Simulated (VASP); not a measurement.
# Zr (Pm-3m) in VASP: further runs

Zr is run at these levels: BLYP; tasks: single point.

Everything below comes from runs of VASP 6.6.1. Logs are shortened: lines on timing, memory, paths and dates and some standing lists are left out, and cuts for length are marked.

**1. The cell of the first run**

It takes space group Pm-3m (No. 221, cubic). Conventional cell: a = 2.923 Å, b = 2.923 Å, c = 2.923 Å, α = 90.00°, β = 90.00°, γ = 90.00°. Zr (site symmetry m-3m) has 6 Zr at 2.92 Å within 3.8 Å.

**2. Single point, BLYP (volume scaled by 0.96)**

Contents of INCAR:

```
SYSTEM = Zr
AGGAC = 1.0 ; AGGAX = 1.0
ALDAC = 0.0 ; ALDAX = 1.0
ALGO = Normal ; EDIFF = 1E-6
ENCUT = 520 ; GGA = B5
ISIF = 2 ; ISMEAR = -1
LASPH = .True. ; LCHARG = .False.
LREAL = .False. ; LWAVE = .False.
NBANDS = 12 ; NELM = 100
PREC = Accurate ; SIGMA = 0.1
```

Contents of KPOINTS:

```
k-points
0
Gamma
  12 12 12
  0 0 0
```

Contents of POSCAR:

```
Zr
1.0
    2.9226103360      0.0000000000      0.0000000000
    0.0000000000      2.9226103360      0.0000000000
    0.0000000000      0.0000000000      2.9226103360
Zr
1
Direct
    0.0000000000      0.0000000000      0.0000000000
```

Potentials or basis: VASP PAW PBE potentials, release 64 (Zr_sv).

The run is started by

```console
$ cat potpaw_PBE.64/Zr_sv/POTCAR > POTCAR
$ mpirun -np 1 vasp_std > vasp.out
```

OUTCAR:

```text
SYSTEM = Zr
   EDIFF = 1E-6
   ENCUT = 520
   GGA = B5
   ISIF = 2
   ISMEAR = -1
   LASPH = .True.
   LREAL = .False.
   NELM = 100
   PREC = Accurate

 ion  position               nearest neighbor table
   1  0.000  0.000  0.000-

  LATTYP: Found a simple cubic cell.
 ALAT       =     2.9226103360

  Lattice vectors:

 A1 = (   2.9226103360,   0.0000000000,   0.0000000000)
 A2 = (   0.0000000000,   2.9226103360,   0.0000000000)
 A3 = (   0.0000000000,   0.0000000000,   2.9226103360)

Analysis of symmetry for initial positions (statically):
=====================================================================
 Subroutine PRICEL returns:
 Original cell was already a primitive cell.

 Routine SETGRP: Setting up the symmetry group for a
 simple cubic supercell.

 Subroutine GETGRP returns: Found 48 space group operations
 (whereof 48 operations were pure point group operations)
 out of a pool of 48 trial point group operations.

The static configuration has the point symmetry O_h .

Analysis of symmetry for dynamics (positions and initial velocities):
=====================================================================
 Subroutine PRICEL returns:
 Original cell was already a primitive cell.

 Routine SETGRP: Setting up the symmetry group for a
 simple cubic supercell.

 Subroutine GETGRP returns: Found 48 space group operations
 (whereof 48 operations were pure point group operations)
 out of a pool of 48 trial point group operations.

The dynamic configuration has the point symmetry O_h .

 Subroutine INISYM returns: Found 48 space group operations
 (whereof 48 operations are pure point group operations),
 and found     1 'primitive' translations

----------------------------------------------------------------------------------------

                                     Primitive cell

  volume of cell :      24.9639

  direct lattice vectors                    reciprocal lattice vectors
     2.922610336  0.000000000  0.000000000     0.342159879  0.000000000  0.000000000
     0.000000000  2.922610336  0.000000000     0.000000000  0.342159879  0.000000000
     0.000000000  0.000000000  2.922610336     0.000000000  0.000000000  0.342159879

  length of vectors
     2.922610336  2.922610336  2.922610336     0.342159879  0.342159879  0.342159879

  position of ions in fractional coordinates (direct lattice)
     0.000000000  0.000000000  0.000000000

  ion indices of the primitive-cell ions
   primitive index   ion index
                 1           1

----------------------------------------------------------------------------------------

 KPOINTS: k-points

Automatic generation of k-mesh.
 Grid dimensions read from file:
 generate k-points for:   12   12   12

 Generating k-lattice:

  Cartesian coordinates                     Fractional coordinates (reciprocal lattice)
     0.028513323  0.000000000  0.000000000     0.083333333  0.000000000  0.000000000
     0.000000000  0.028513323  0.000000000     0.000000000  0.083333333  0.000000000
     0.000000000  0.000000000  0.028513323     0.000000000  0.000000000  0.083333333

  Length of vectors
     0.028513323  0.028513323  0.028513323

  Shift w.r.t. Gamma in fractional coordinates (k-lattice)
     0.000000000  0.000000000  0.000000000

 Subroutine IBZKPT returns following result:
 ===========================================

 Found     84 irreducible k-points:

 Following reciprocal coordinates:
            Coordinates               Weight
  0.000000  0.000000  0.000000      1.000000
  0.083333  0.000000  0.000000      6.000000
  0.166667  0.000000  0.000000      6.000000
  0.250000  0.000000  0.000000      6.000000
  0.333333  0.000000  0.000000      6.000000
  0.416667  0.000000  0.000000      6.000000
[... 16 lines left out ...]
  0.333333  0.333333  0.000000     12.000000
  0.416667  0.333333  0.000000     24.000000
 [... further k-points ...]
   k-points           NKPTS =     84   k-points in BZ     NKDIM =     84   number of bands    NBANDS=     12
   number of dos      NEDOS =    301   number of ions     NIONS =      1
   total plane-waves  NPLWV =  13824
   dimension x,y,z NGX =    24 NGY =   24 NGZ =   24
   dimension x,y,z NGXF=    48 NGYF=   48 NGZF=   48
   ions per type =               1
   NGX,Y,Z   is equivalent  to a cutoff of  13.65, 13.65, 13.65 a.u.
   NGXF,Y,Z  is equivalent  to a cutoff of  27.30, 27.30, 27.30 a.u.
 SYSTEM =  Zr
   PREC   = accura    normal or accurate (medium, high low for compatibility)
   ISTART =      0    job   : 0-new  1-cont  2-samecut
   ICHARG =      2    charge: 1-file 2-atom 10-const
   ISPIN  =      1    spin polarized calculation?
   LNONCOLLINEAR =      F non collinear calculations
   LSORBIT =      F    spin-orbit coupling
   LASPH  =      T    aspherical Exc in radial PAW
   ENCUT  =  520.0 eV  38.22 Ry    6.18 a.u.   5.43  5.43  5.43*2*pi/ulx,y,z
   NELM   =    100;   NELMIN=  2; NELMDL= -5     # of ELM steps
   EDIFF  = 0.1E-05   stopping-criterion for ELM
   LREAL  =      F    real-space projection
   EDIFFG = 0.1E-04   stopping-criterion for IOM
   NSW    =      0    number of steps for IOM
   IBRION =     -1    ionic relax: 0-MD 1-quasi-New 2-CG
   NFREE  =      0    steps in history (QN), initial steepest desc. (CG)
   ISIF   =      2    stress and relaxation
   ISYM   =      2    0-nonsym 1-usesym 2-fastsym
   POTIM  = 0.5000    time-step for ionic-motion
   TEBEG  =    0.0;   TEEND  =   0.0 temperature during run
   PSTRESS=    0.0 pullay stress
   NELECT =      12.0000    total number of electrons
   NUPDOWN=      -1.0000    fix difference up-down
   EMIN   =  10.00;   EMAX   =-10.00  energy-range for DOS
   EFERMI =   0.00;   METHOD = LEGACY
   ISMEAR =    -1;   SIGMA  =   0.10  broadening in eV -4-tet -1-fermi 0-gaus
   EFERMI_NEDOS =   21; number of points for ismear=-14 and -15
   IALGO  =     38    algorithm
   IMIX   =      4    mixing-type and parameters
     AMIX     =   0.40;   BMIX     =  1.00
     AMIX_MAG =   1.60;   BMIX_MAG =  1.00
  volume/ion in A,a.u.               =      24.96       168.46
  Fermi-wavevector in a.u.,A,eV,Ry     =   1.282422  2.423426 22.376229  1.644606
  Thomas-Fermi vector in A             =   2.414735
   LORBIT       =      0    0 simple, 1 ext, 2 COOP (PROOUT), +10 PAW based schemes
   GGA     = B5    functional components
   LHFCALC =     F    Hartree Fock is set to
   AEXX    =    0.0000 exact exchange contribution
   IVDW    =     0    specifies the selected vdW correction
   LEPSILON=     F    determine dielectric tensor
   LRPA    =     F    only Hartree local field effects (RPA)
 non-spin polarized calculation
  energy-cutoff  :      520.00
  volume of cell :       24.96
 maximum number of plane-waves:       693
 NGX is ok and might be reduce to    24
   NGX = 11   NGY = 11   NGZ = 11

 number of electron      12.0000000 magnetization

 Free energy of the ion-electron system (eV)
  ---------------------------------------------------
  ext. energy  EPLUGINS =         0.00000000
  ---------------------------------------------------
  free energy    TOTEN  =        -6.60465118 eV

  energy without entropy =       -6.53709931  energy(sigma->0) =       -6.57087524

 E-fermi :   8.4288     XC(G=0): -10.0652

 val. band max:        8.4065289923   @ k =   0.5000   0.5000   0.0833
 cond. band min:       8.4420903989   @ k =   0.5000   0.1667   0.0833
 fundamental gap:      0.0355614066
 Fermi energy:         8.4288385841

 k-point     1 :       0.0000    0.0000    0.0000
  band No.  band energies     occupation
      1     -40.1280      2.00000
      2     -17.6648      2.00000
      3     -17.6648      2.00000
      4     -17.6648      2.00000
      5       3.5630      2.00000
      6       6.7283      2.00000
      7       6.7283      2.00000
      8      13.8250      0.00000
      9      13.8250      0.00000
     10      13.8250      0.00000
     11      21.2543      0.00000
     12      21.2543      0.00000

 k-point     2 :       0.0833    0.0000    0.0000
  band No.  band energies     occupation
      1     -40.1188      2.00000
      2     -17.7492      2.00000
      3     -17.6577      2.00000
      4     -17.6577      2.00000
      5       3.7352      2.00000
      6       6.7762      2.00000
      7       6.9104      2.00000
      8      13.5328      0.00000
      9      13.5328      0.00000
     10      13.8449      0.00000
     11      20.4522      0.00000
     12      21.6378      0.00000

 k-point     3 :       0.1667    0.0000    0.0000
  band No.  band energies     occupation
      1     -40.0938      2.00000
      2     -17.9747      2.00000
      3     -17.6381      2.00000
      4     -17.6381      2.00000
      5       4.2009      2.00000
      6       6.9108      2.00000
      7       7.4326      1.99991
      8      12.8478      0.00000
      9      12.8478      0.00000
     10      13.8997      0.00000
     11      18.9583      0.00000
     12      22.5748      0.00000
[... 286 lines left out ...]
 k-point    23 :       0.3333    0.3333    0.0000
  band No.  band energies     occupation
      1     -39.9236      2.00000
      2     -18.4525      2.00000
      3     -18.4275      2.00000
      4     -17.5074      2.00000
      5       6.3999      2.00000
      6       7.5695      1.99963
      7      10.8135      0.00000
      8      11.2847      0.00000
      9      11.7568      0.00000
     10      11.9868      0.00000
     11      17.6080      0.00000
     12      20.4157      0.00000

 k-point    24 :       0.4167    0.3333    0.0000
  band No.  band energies     occupation
      1     -39.8986      2.00000
      2     -18.6352      2.00000
      3     -18.4108      2.00000
      4     -17.4884      2.00000
      5       6.2268      2.00000
      6       7.6825      1.99885
      7      11.1118      0.00000
      8      11.4607      0.00000
      9      11.9928      0.00000
     10      12.3805      0.00000
     11      16.9974      0.00000
     12      21.0306      0.00000

 [... further k-points ...]
[... 5 lines left out ...]
  --------------------------------------------------------------------------------------
  -------------------------------------------------------------------------------------
  Total        0.4799169      0.4799169      0.4799169      0.0000000     -0.0000000      0.0000000
  in kB       30.8009346     30.8009346     30.8009346      0.0000000     -0.0000000      0.0000000
  external PRESSURE =      30.8009346 kB  Pullay stress =       0.0000000 kB

 VOLUME and BASIS-vectors are now :
 -----------------------------------------------------------------------------
  energy-cutoff  :      520.00
  volume of cell :       24.96
      direct lattice vectors                 reciprocal lattice vectors
     2.922610336  0.000000000  0.000000000     0.342159879  0.000000000  0.000000000
     0.000000000  2.922610336  0.000000000     0.000000000  0.342159879  0.000000000
     0.000000000  0.000000000  2.922610336     0.000000000  0.000000000  0.342159879

 POSITION                                       TOTAL-FORCE (eV/Angst)
 -----------------------------------------------------------------------------------
      0.00000      0.00000      0.00000         0.000000      0.000000      0.000000
 -----------------------------------------------------------------------------------
    total drift:                                0.000000      0.000000     -0.000000

  FREE ENERGIE OF THE ION-ELECTRON SYSTEM (eV)
  ---------------------------------------------------
  free  energy   TOTEN  =        -6.6046511802 eV

  energy  without entropy=       -6.5370993063  energy(sigma->0) =       -6.57087524
```

It took 28 s on 1 thread of AMD EPYC 7R43 (Zen 3), shared host; peak memory 0.12 GiB.

What came out:

```
Free energy            : -6.6047 eV
Pressure               : 3.1 GPa
Band gap on the k mesh : zero (band 6 reaches 9.36 eV, above the bottom of band 7 at 6.73 eV)
```

Caveat: the cell differs from its parent crystal (volume scaled by 0.96); the PAW data sets were made with another functional, which shifts forces and pressure a little.

**3. Single point, BLYP**

This run uses another cell than the first one, of 26.00 Å³/atom, 1.042 times its volume.

Contents of INCAR:

```
PREC     = Accurate       # precision mode
ENCUT    = 520            # plane-wave cutoff, eV
EDIFF    = 1E-7           # SCF threshold, eV
ISMEAR   = -1             # smearing method
SIGMA    = 0.1            # smearing width, eV
LREAL    = False          # projectors in reciprocal space
LASPH    = True           # aspherical terms in the spheres
NELM     = 100            # most SCF steps
ALGO     = Normal         # electronic algorithm
ISIF     = 2              # what is computed and relaxed
LWAVE    = False          # write WAVECAR
LCHARG   = False          # write CHGCAR
GGA      = B5             # functional
ALDAX    = 1.0          
AGGAX    = 1.0          
AGGAC    = 1.0          
ALDAC    = 0.0          
NBANDS   = 12             # bands
```

Contents of KPOINTS:

```
Automatic mesh
0
Gamma
  12 12 12
```

Contents of POSCAR:

```
Zr
1.0
    2.9626510696      0.0000000000      0.0000000000
    0.0000000000      2.9626510696      0.0000000000
    0.0000000000      0.0000000000      2.9626510696
Zr
1
Direct
    0.0000000000      0.0000000000      0.0000000000
```

Potentials or basis: VASP PAW PBE potentials, release 64 (Zr_sv).

The run is started by

```console
$ cat potpaw_PBE.64/Zr_sv/POTCAR > POTCAR
$ mpirun -np 1 vasp_std > vasp.out
```

OUTCAR:

```text
PREC = Accurate
   ENCUT = 520
   EDIFF = 1E-7
   ISMEAR = -1
   LREAL = False
   LASPH = True
   NELM = 100
   ISIF = 2
   GGA = B5

 ion  position               nearest neighbor table
   1  0.000  0.000  0.000-

  LATTYP: Found a simple cubic cell.
 ALAT       =     2.9626510696

  Lattice vectors:

 A1 = (   2.9626510696,   0.0000000000,   0.0000000000)
 A2 = (   0.0000000000,   2.9626510696,   0.0000000000)
[... 528 lines left out ...]
      1     -40.3973      2.00000
      2     -19.0573      2.00000
      3     -18.8575      2.00000
      4     -18.0377      2.00000
      5       5.9376      2.00000
      6       7.2604      1.99884
      7      10.5251      0.00000
      8      10.9334      0.00000
      9      11.4361      0.00000
     10      11.7554      0.00000
     11      16.2448      0.00000
     12      20.1897      0.00000

 [... further k-points ...]
[... 5 lines left out ...]
  --------------------------------------------------------------------------------------
  -------------------------------------------------------------------------------------
  Total        0.0606893      0.0606893      0.0606893      0.0000000      0.0000000      0.0000000
  in kB        3.7392202      3.7392202      3.7392202      0.0000000      0.0000000      0.0000000
  external PRESSURE =       3.7392202 kB  Pullay stress =       0.0000000 kB

 VOLUME and BASIS-vectors are now :
 -----------------------------------------------------------------------------
  energy-cutoff  :      520.00
  volume of cell :       26.00
      direct lattice vectors                 reciprocal lattice vectors
     2.962651070  0.000000000  0.000000000     0.337535530  0.000000000  0.000000000
     0.000000000  2.962651070  0.000000000     0.000000000  0.337535530  0.000000000
     0.000000000  0.000000000  2.962651070     0.000000000  0.000000000  0.337535530

 POSITION                                       TOTAL-FORCE (eV/Angst)
 -----------------------------------------------------------------------------------
      0.00000      0.00000      0.00000         0.000000      0.000000      0.000000
 -----------------------------------------------------------------------------------
    total drift:                               -0.000000     -0.000000     -0.000000

  FREE ENERGIE OF THE ION-ELECTRON SYSTEM (eV)
  ---------------------------------------------------
  free  energy   TOTEN  =        -6.6158673612 eV

  energy  without entropy=       -6.5457420361  energy(sigma->0) =       -6.58080470
```

stdout:

```text
POSCAR found type information on POSCAR Zr
 POSCAR found :  1 types and       1 ions
 scaLAPACK will be used
 -----------------------------------------------------------------------------
|                                                                             |
|                                                                             |
|     You enforced a specific xc type in the INCAR file but a different       |
|     I HOPE YOU KNOW WHAT YOU ARE DOING!                                     |
|                                                                             |
 -----------------------------------------------------------------------------

 LDA part: xc-table for (Slater(with rela. corr.)+VWN5), standard interpolation
 POSCAR, INCAR and KPOINTS ok, starting setup
 FFT: planning ... GRIDC
 FFT: planning ... GRID_SOFT
 FFT: planning ... GRID
 WAVECAR not read
 entering main loop
```

Wall time 33 s (1 thread of AMD EPYC 7R43 (Zen 3), shared host); peak memory 0.11 GiB.

What came out:

| Item | Value |
| --- | --- |
| Free energy | -6.6159 eV |
| Pressure | 0.4 GPa |
| Band gap on the k mesh | zero (band 6 reaches 8.86 eV, above the bottom of band 7 at 6.40 eV) |

Caveat: the PAW data sets were made with another functional, which shifts forces and pressure a little.
